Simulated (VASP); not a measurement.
Here is a VASP 6.6.1 calculation.

The input INCAR:

```
SYSTEM = Pt
ALGO = Normal
EDIFF = 1E-6
ENCUT = 520
GGA = PS
ISIF = 2
ISMEAR = -1
LASPH = .True.
LCHARG = .False.
LREAL = .False.
LWAVE = .False.
NBANDS = 11
NELM = 60
PREC = Accurate
SIGMA = 0.05
```

KPOINTS

```
k-points
0
Gamma
  15 15 15
  0 0 0
```

The input POSCAR:

```
Pt
1.0
    0.0000000000      1.9609000000      1.9609000000
    1.9609000000      0.0000000000      1.9609000000
    1.9609000000      1.9609000000      0.0000000000
Pt
1
Direct
    0.0000000000      0.0000000000      0.0000000000
```

Potentials or basis: VASP PAW PBE potentials, release 64 (Pt).

Run with:

```console
$ cat potpaw_PBE.64/Pt/POTCAR > POTCAR
$ mpirun -np 1 vasp_std > vasp.out
```

Q: Predict the band gap on the k mesh.

A: Zero (band 5 reaches 11.55 eV, above the bottom of band 6 at 9.37 eV).

Q: What does it give for the pressure?

A: -1.1 GPa.

Caveat: the PAW data sets were made with another functional, which shifts forces and pressure a little; spin-orbit coupling is left out, which moves the levels of the heavy elements.
